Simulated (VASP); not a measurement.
# Te (Im-3m) in VASP: a series of runs

Te is run at these levels: LDA; tasks: single point.

Everything below comes from runs of VASP 6.6.1. Logs are shortened: lines on timing, memory, paths and dates and some standing lists are left out, and cuts for length are marked.

## (1) The cell of the first run

The structure is cubic, space group Im-3m (No. 229). The conventional cell has a = 3.175 Å, b = 3.175 Å, c = 3.175 Å, α = 90.00°, β = 90.00°, γ = 90.00°. Te (site symmetry m-3m) has 14 Te at 2.75 to 3.18 Å within 3.6 Å.

## (2) Single point, LDA (volume scaled by 0.6)

The input, INCAR:

```
SYSTEM = Te
ALGO     = Normal         ! electronic algorithm
EDIFF    = 1E-6           ! SCF threshold, eV
ENCUT    = 520            ! plane-wave cutoff, eV
GGA      = CA             ! functional
ISIF     = 2              ! what is computed and relaxed
ISMEAR   = -1             ! smearing method
LASPH    = .TRUE.         ! aspherical terms in the spheres
LCHARG   = .FALSE.        ! write CHGCAR
LREAL    = .FALSE.        ! projectors in reciprocal space
LWAVE    = .FALSE.        ! write WAVECAR
NBANDS   = 9              ! bands
NELM     = 60             ! most SCF steps
PREC     = Accurate       ! precision mode
SIGMA    = 0.1            ! smearing width, eV
```

The input, KPOINTS:

```
k-points
0
G
  15 15 15
  0 0 0
```

The input, POSCAR:

```
Te
1.0
   -1.5876786629      1.5876786629      1.5876786629
    1.5876786629     -1.5876786629      1.5876786629
    1.5876786629      1.5876786629     -1.5876786629
Te
1
Direct
    0.0000000000      0.0000000000      0.0000000000
```

Potentials or basis: VASP PAW LDA potentials, release 64 (Te).

The run is started by

```
cat potpaw_LDA.64/Te/POTCAR > POTCAR
mpirun -np 1 vasp_std > vasp.out
```

OUTCAR:

```text
SYSTEM = Te
   EDIFF = 1E-6
   ENCUT = 520
   GGA = CA
   ISIF = 2
   ISMEAR = -1
   LASPH = .TRUE.
   LREAL = .FALSE.
   NELM = 60
   PREC = Accurate

 ion  position               nearest neighbor table
   1  0.000  0.000  0.000-

  LATTYP: Found a body centered cubic cell.
 ALAT       =     3.1753573258

  Lattice vectors:

 A1 = (  -1.5876786629,   1.5876786629,   1.5876786629)
 A2 = (   1.5876786629,  -1.5876786629,   1.5876786629)
 A3 = (   1.5876786629,   1.5876786629,  -1.5876786629)

Analysis of symmetry for initial positions (statically):
=====================================================================
 Subroutine PRICEL returns:
 Original cell was already a primitive cell.

 Routine SETGRP: Setting up the symmetry group for a
 body centered cubic supercell.

 Subroutine GETGRP returns: Found 48 space group operations
 (whereof 48 operations were pure point group operations)
 out of a pool of 48 trial point group operations.

The static configuration has the point symmetry O_h .

Analysis of symmetry for dynamics (positions and initial velocities):
=====================================================================
 Subroutine PRICEL returns:
 Original cell was already a primitive cell.

 Routine SETGRP: Setting up the symmetry group for a
 body centered cubic supercell.

 Subroutine GETGRP returns: Found 48 space group operations
 (whereof 48 operations were pure point group operations)
 out of a pool of 48 trial point group operations.

The dynamic configuration has the point symmetry O_h .

 Subroutine INISYM returns: Found 48 space group operations
 (whereof 48 operations are pure point group operations),
 and found     1 'primitive' translations

----------------------------------------------------------------------------------------

                                     Primitive cell

  volume of cell :      16.0084

  direct lattice vectors                    reciprocal lattice vectors
    -1.587678663  1.587678663  1.587678663     0.000000000  0.314925187  0.314925187
     1.587678663 -1.587678663  1.587678663     0.314925187  0.000000000  0.314925187
     1.587678663  1.587678663 -1.587678663     0.314925187  0.314925187  0.000000000

  length of vectors
     2.749940110  2.749940110  2.749940110     0.445371471  0.445371471  0.445371471

  position of ions in fractional coordinates (direct lattice)
     0.000000000  0.000000000  0.000000000

  ion indices of the primitive-cell ions
   primitive index   ion index
                 1           1

----------------------------------------------------------------------------------------

 KPOINTS: k-points

Automatic generation of k-mesh.
 Grid dimensions read from file:
 generate k-points for:   15   15   15

 Generating k-lattice:

  Cartesian coordinates                     Fractional coordinates (reciprocal lattice)
     0.000000000  0.020995012  0.020995012     0.066666667  0.000000000  0.000000000
     0.020995012  0.000000000  0.020995012     0.000000000  0.066666667  0.000000000
     0.020995012  0.020995012  0.000000000     0.000000000  0.000000000  0.066666667

  Length of vectors
     0.029691431  0.029691431  0.029691431

  Shift w.r.t. Gamma in fractional coordinates (k-lattice)
     0.000000000  0.000000000  0.000000000

 Subroutine IBZKPT returns following result:
 ===========================================

 Found    120 irreducible k-points:

 Following reciprocal coordinates:
            Coordinates               Weight
  0.000000  0.000000  0.000000      1.000000
  0.066667  0.000000  0.000000     12.000000
  0.133333  0.000000  0.000000     12.000000
  0.200000  0.000000  0.000000     12.000000
  0.266667  0.000000  0.000000     12.000000
  0.333333  0.000000  0.000000     12.000000
[... 16 lines left out ...]
  0.333333  0.200000  0.000000     48.000000
  0.400000  0.200000  0.000000     24.000000
 [... further k-points ...]
   k-points           NKPTS =    120   k-points in BZ     NKDIM =    120   number of bands    NBANDS=      9
   number of dos      NEDOS =    301   number of ions     NIONS =      1
   total plane-waves  NPLWV =   8000
   dimension x,y,z NGX =    20 NGY =   20 NGZ =   20
   dimension x,y,z NGXF=    40 NGYF=   40 NGZF=   40
   ions per type =               1
   NGX,Y,Z   is equivalent  to a cutoff of  12.09, 12.09, 12.09 a.u.
   NGXF,Y,Z  is equivalent  to a cutoff of  24.18, 24.18, 24.18 a.u.
 SYSTEM =  Te
   PREC   = accura    normal or accurate (medium, high low for compatibility)
   ISTART =      0    job   : 0-new  1-cont  2-samecut
   ICHARG =      2    charge: 1-file 2-atom 10-const
   ISPIN  =      1    spin polarized calculation?
   LNONCOLLINEAR =      F non collinear calculations
   LSORBIT =      F    spin-orbit coupling
   LASPH  =      T    aspherical Exc in radial PAW
   ENCUT  =  520.0 eV  38.22 Ry    6.18 a.u.   5.11  5.11  5.11*2*pi/ulx,y,z
   NELM   =     60;   NELMIN=  2; NELMDL= -5     # of ELM steps
   EDIFF  = 0.1E-05   stopping-criterion for ELM
   LREAL  =      F    real-space projection
   EDIFFG = 0.1E-04   stopping-criterion for IOM
   NSW    =      0    number of steps for IOM
   IBRION =     -1    ionic relax: 0-MD 1-quasi-New 2-CG
   NFREE  =      0    steps in history (QN), initial steepest desc. (CG)
   ISIF   =      2    stress and relaxation
   ISYM   =      2    0-nonsym 1-usesym 2-fastsym
   POTIM  = 0.5000    time-step for ionic-motion
   TEBEG  =    0.0;   TEEND  =   0.0 temperature during run
   PSTRESS=    0.0 pullay stress
   NELECT =       6.0000    total number of electrons
   NUPDOWN=      -1.0000    fix difference up-down
   EMIN   =  10.00;   EMAX   =-10.00  energy-range for DOS
   EFERMI =   0.00;   METHOD = LEGACY
   ISMEAR =    -1;   SIGMA  =   0.10  broadening in eV -4-tet -1-fermi 0-gaus
   EFERMI_NEDOS =   21; number of points for ismear=-14 and -15
   IALGO  =     38    algorithm
   IMIX   =      4    mixing-type and parameters
     AMIX     =   0.40;   BMIX     =  1.00
     AMIX_MAG =   1.60;   BMIX_MAG =  1.00
  volume/ion in A,a.u.               =      16.01       108.03
  Fermi-wavevector in a.u.,A,eV,Ry     =   1.180346  2.230530 18.955862  1.393217
  Thomas-Fermi vector in A             =   2.316640
   LORBIT       =      0    0 simple, 1 ext, 2 COOP (PROOUT), +10 PAW based schemes
   GGA     = CA    functional components
   LHFCALC =     F    Hartree Fock is set to
   AEXX    =    0.0000 exact exchange contribution
   IVDW    =     0    specifies the selected vdW correction
   LEPSILON=     F    determine dielectric tensor
   LRPA    =     F    only Hartree local field effects (RPA)
 non-spin polarized calculation
  energy-cutoff  :      520.00
  volume of cell :       16.01
 maximum number of plane-waves:       444
   NGX = 11   NGY = 11   NGZ = 11

 number of electron       5.9999999 magnetization

 Free energy of the ion-electron system (eV)
  ---------------------------------------------------
  ext. energy  EPLUGINS =         0.00000000
  ---------------------------------------------------
  free energy    TOTEN  =        -1.24566351 eV

  energy without entropy =       -1.23247766  energy(sigma->0) =       -1.23907059

 E-fermi :  18.3877     XC(G=0): -12.8835

 val. band max:       18.3674186443   @ k =  -0.4000  -0.4667   0.2667
 cond. band min:      18.3963565355   @ k =  -0.2000   0.2000   0.0667
 fundamental gap:      0.0289378912
 Fermi energy:        18.3876624333

 k-point     1 :       0.0000    0.0000    0.0000
  band No.  band energies     occupation
      1      -2.0861      2.00000
      2      25.6508      0.00000
      3      25.6508      0.00000
      4      25.6508      0.00000
      5      29.1049      0.00000
      6      29.1049      0.00000
      7      29.1049      0.00000
      8      29.6700      0.00000
      9      29.6700      0.00000

 k-point     2 :       0.0667    0.0000    0.0000
  band No.  band energies     occupation
      1      -1.9441      2.00000
      2      24.2807      0.00000
      3      24.9159      0.00000
      4      25.3896      0.00000
      5      27.9471      0.00000
      6      28.0581      0.00000
      7      28.8867      0.00000
      8      30.4852      0.00000
      9      30.5635      0.00000

 k-point     3 :       0.1333    0.0000    0.0000
  band No.  band energies     occupation
      1      -1.5175      2.00000
      2      21.4255      0.00000
      3      23.5161      0.00000
      4      24.6479      0.00000
      5      26.9830      0.00000
      6      27.0798      0.00000
      7      28.8956      0.00000
      8      31.1466      0.00000
      9      32.1384      0.00000

 k-point     4 :       0.2000    0.0000    0.0000
  band No.  band energies     occupation
      1      -0.8058      2.00000
      2      18.3039      1.39607
      3      22.0869      0.00000
      4      23.6832      0.00000
      5      26.1002      0.00000
      6      26.3926      0.00000
      7      29.4091      0.00000
      8      31.6939      0.00000
      9      34.0253      0.00000
[... 205 lines left out ...]
 k-point    22 :       0.2667    0.2000   -0.0000
  band No.  band energies     occupation
      1       3.1507      2.00000
      2      11.6851      2.00000
      3      14.4160      2.00000
      4      20.0423      0.00000
      5      27.1117      0.00000
      6      28.5940      0.00000
      7      32.0664      0.00000
      8      34.7343      0.00000
      9      35.4916      0.00000

 k-point    23 :       0.3333    0.2000    0.0000
  band No.  band energies     occupation
      1       4.7578      2.00000
      2       9.4281      2.00000
      3      13.8303      2.00000
      4      19.6678      0.00001
      5      26.8529      0.00000
      6      29.8468      0.00000
      7      31.8211      0.00000
      8      33.2806      0.00000
      9      37.6583      0.00000

 k-point    24 :       0.4000    0.2000    0.0000
  band No.  band energies     occupation
      1       5.9565      2.00000
      2       7.9946      2.00000
      3      13.6490      2.00000
      4      19.5412      0.00002
      5      26.7661      0.00000
      6      30.9197      0.00000
      7      31.5001      0.00000
      8      32.2834      0.00000
      9      39.4248      0.00000

 [... further k-points ...]
[... 5 lines left out ...]
  --------------------------------------------------------------------------------------
  -------------------------------------------------------------------------------------
  Total       11.3292987     11.3292987     11.3292987      0.0000000      0.0000000     -0.0000000
  in kB     1133.8766059   1133.8766059   1133.8766059      0.0000000      0.0000000     -0.0000000
  external PRESSURE =    1133.8766059 kB  Pullay stress =       0.0000000 kB

 VOLUME and BASIS-vectors are now :
 -----------------------------------------------------------------------------
  energy-cutoff  :      520.00
  volume of cell :       16.01
      direct lattice vectors                 reciprocal lattice vectors
    -1.587678663  1.587678663  1.587678663     0.000000000  0.314925187  0.314925187
     1.587678663 -1.587678663  1.587678663     0.314925187  0.000000000  0.314925187
     1.587678663  1.587678663 -1.587678663     0.314925187  0.314925187  0.000000000

 POSITION                                       TOTAL-FORCE (eV/Angst)
 -----------------------------------------------------------------------------------
      0.00000      0.00000      0.00000        -0.000000      0.000000     -0.000000
 -----------------------------------------------------------------------------------
    total drift:                                0.000000      0.000000     -0.000000

  FREE ENERGIE OF THE ION-ELECTRON SYSTEM (eV)
  ---------------------------------------------------
  free  energy   TOTEN  =        -1.2456635088 eV

  energy  without entropy=       -1.2324776622  energy(sigma->0) =       -1.23907059
```

Run time: 8.5 s. Hardware: 1 thread of Intel Xeon 6975P-C, shared host; peak memory 0.13 GiB.

What came out:

- Free energy: -1.2457 eV
- Pressure: 113.4 GPa
- Band gap on the k mesh: zero (band 3 reaches 25.65 eV, above the bottom of band 4 at 12.55 eV)

Levels at points of the mesh, in eV from the Fermi level:
```
           k point  band 1  band 2  band 3  band 4  band 5  band 6  band 7  band 8
(0.00, 0.00, 0.00)  -20.47    7.26    7.26    7.26   10.72   10.72   10.72   11.28
```

Caveat: spin-orbit coupling is left out, which moves the levels of the heavy elements.

## (3) Single point, LDA (volume scaled by 0.68)

The input, INCAR:

```
PREC = Accurate
ENCUT = 520
EDIFF = 1E-6
ISMEAR = -1
SIGMA = 0.1
LREAL = False
LASPH = True
NELM = 80
ALGO = Normal
ISIF = 2
LWAVE = False
LCHARG = True
LELF = True
LVHAR = True
NBANDS = 9
```

The input, KPOINTS:

```
Automatic mesh
0
Gamma
  15 15 15
```

The input, POSCAR:

```
Te
1.0
   -1.6553194919      1.6553194919      1.6553194919
    1.6553194919     -1.6553194919      1.6553194919
    1.6553194919      1.6553194919     -1.6553194919
Te
1
Direct
    0.0000000000      0.0000000000      0.0000000000
```

Potentials or basis: VASP PAW LDA potentials, release 64 (Te).

The run is started by

```
cat potpaw_LDA.64/Te/POTCAR > POTCAR
mpirun -np 1 vasp_std > vasp.out
```

OUTCAR:

```text
PREC = Accurate
   ENCUT = 520
   EDIFF = 1E-6
   ISMEAR = -1
   LREAL = False
   LASPH = True
   NELM = 80
   ISIF = 2

 ion  position               nearest neighbor table
   1  0.000  0.000  0.000-

  LATTYP: Found a body centered cubic cell.
 ALAT       =     3.3106389838

  Lattice vectors:

 A1 = (  -1.6553194919,   1.6553194919,   1.6553194919)
 A2 = (   1.6553194919,  -1.6553194919,   1.6553194919)
 A3 = (   1.6553194919,   1.6553194919,  -1.6553194919)

Analysis of symmetry for initial positions (statically):
=====================================================================
 Subroutine PRICEL returns:
 Original cell was already a primitive cell.

 Routine SETGRP: Setting up the symmetry group for a
 body centered cubic supercell.

 Subroutine GETGRP returns: Found 48 space group operations
 (whereof 48 operations were pure point group operations)
 out of a pool of 48 trial point group operations.

The static configuration has the point symmetry O_h .

Analysis of symmetry for dynamics (positions and initial velocities):
=====================================================================
 Subroutine PRICEL returns:
 Original cell was already a primitive cell.

 Routine SETGRP: Setting up the symmetry group for a
 body centered cubic supercell.

 Subroutine GETGRP returns: Found 48 space group operations
 (whereof 48 operations were pure point group operations)
 out of a pool of 48 trial point group operations.

The dynamic configuration has the point symmetry O_h .

 Subroutine INISYM returns: Found 48 space group operations
 (whereof 48 operations are pure point group operations),
 and found     1 'primitive' translations

----------------------------------------------------------------------------------------

                                     Primitive cell

  volume of cell :      18.1428

  direct lattice vectors                    reciprocal lattice vectors
[... 102 lines left out ...]
   IALGO  =     38    algorithm
   IMIX   =      4    mixing-type and parameters
     AMIX     =   0.40;   BMIX     =  1.00
     AMIX_MAG =   1.60;   BMIX_MAG =  1.00
  volume/ion in A,a.u.               =      18.14       122.43
  Fermi-wavevector in a.u.,A,eV,Ry     =   1.132114  2.139385 17.438338  1.281682
  Thomas-Fermi vector in A             =   2.268814
   LORBIT       =      0    0 simple, 1 ext, 2 COOP (PROOUT), +10 PAW based schemes
   GGA     = CA    functional components
   LHFCALC =     F    Hartree Fock is set to
   AEXX    =    0.0000 exact exchange contribution
   IVDW    =     0    specifies the selected vdW correction
   LEPSILON=     F    determine dielectric tensor
   LRPA    =     F    only Hartree local field effects (RPA)
 non-spin polarized calculation
  energy-cutoff  :      520.00
  volume of cell :       18.14
 maximum number of plane-waves:       497
 NGX is ok and might be reduce to    24
   NGX = 11   NGY = 11   NGZ = 11

 number of electron       5.9999999 magnetization

 Free energy of the ion-electron system (eV)
  ---------------------------------------------------
  ext. energy  EPLUGINS =         0.00000000
  ---------------------------------------------------
  free energy    TOTEN  =        -2.39732112 eV

  energy without entropy =       -2.38045602  energy(sigma->0) =       -2.38888857

 E-fermi :  15.6165     XC(G=0): -12.2781

 val. band max:       15.5838951404   @ k =  -0.4667   0.4667   0.2000
 cond. band min:      15.6536250384   @ k =  -0.2000   0.2000   0.1333
 fundamental gap:      0.0697298980
 Fermi energy:        15.6165098606

 k-point     1 :       0.0000    0.0000    0.0000
  band No.  band energies     occupation
      1      -3.0907      2.00000
      2      21.6249      0.00000
      3      21.6249      0.00000
      4      21.6249      0.00000
      5      26.4856      0.00000
      6      26.4856      0.00000
      7      26.4856      0.00000
      8      26.7734      0.00000
      9      26.7734      0.00000
[... 265 lines left out ...]
 k-point    24 :       0.4000    0.2000    0.0000
  band No.  band energies     occupation
      1       3.7194      2.00000
      2       6.5202      2.00000
      3      11.4398      2.00000
      4      16.8006      0.00001
      5      23.6378      0.00000
      6      27.2421      0.00000
      7      28.5163      0.00000
      8      28.9393      0.00000
      9      35.8682      0.00000

 [... further k-points ...]
[... 5 lines left out ...]
  --------------------------------------------------------------------------------------
  -------------------------------------------------------------------------------------
  Total        7.2423199      7.2423199      7.2423199      0.0000000      0.0000000     -0.0000000
  in kB      639.5622281    639.5622281    639.5622281      0.0000000      0.0000000     -0.0000000
  external PRESSURE =     639.5622281 kB  Pullay stress =       0.0000000 kB

 VOLUME and BASIS-vectors are now :
 -----------------------------------------------------------------------------
  energy-cutoff  :      520.00
  volume of cell :       18.14
      direct lattice vectors                 reciprocal lattice vectors
    -1.655319492  1.655319492  1.655319492     0.000000000  0.302056493  0.302056493
     1.655319492 -1.655319492  1.655319492     0.302056493  0.000000000  0.302056493
     1.655319492  1.655319492 -1.655319492     0.302056493  0.302056493  0.000000000

 POSITION                                       TOTAL-FORCE (eV/Angst)
 -----------------------------------------------------------------------------------
      0.00000      0.00000      0.00000        -0.000000     -0.000000      0.000000
 -----------------------------------------------------------------------------------
    total drift:                                0.000000     -0.000000      0.000000

  FREE ENERGIE OF THE ION-ELECTRON SYSTEM (eV)
  ---------------------------------------------------
  free  energy   TOTEN  =        -2.3973211237 eV

  energy  without entropy=       -2.3804560163  energy(sigma->0) =       -2.38888857
```

stdout:

```text
POSCAR found type information on POSCAR Te
 POSCAR found :  1 types and       1 ions
 scaLAPACK will be used
 LDA part: xc-table for (Slater(with rela. corr.)+CA(PZ))
 , standard interpolation
 POSCAR, INCAR and KPOINTS ok, starting setup
 FFT: planning ... GRIDC
 FFT: planning ... GRID_SOFT
 FFT: planning ... GRID
 WAVECAR not read
 entering main loop
```

Wall time 11 s (1 thread of Intel Xeon 6975P-C, shared host); peak memory 0.14 GiB.

What came out:

| Property | Result |
| --- | --- |
| Free energy | -2.3973 eV |
| Pressure | 64.0 GPa |
| Band gap on the k mesh | zero (band 3 reaches 21.62 eV, above the bottom of band 4 at 10.58 eV) |

Levels at points of the mesh, in eV from the Fermi level:
```csv
k point,band 1,band 2,band 3,band 4,band 5,band 6
"(0.00, 0.00, 0.00)",-18.71,6.01,6.01,6.01,10.87,10.87
```

Caveat: spin-orbit coupling is left out, which moves the levels of the heavy elements.

(Part 1 of 2 ends here.)
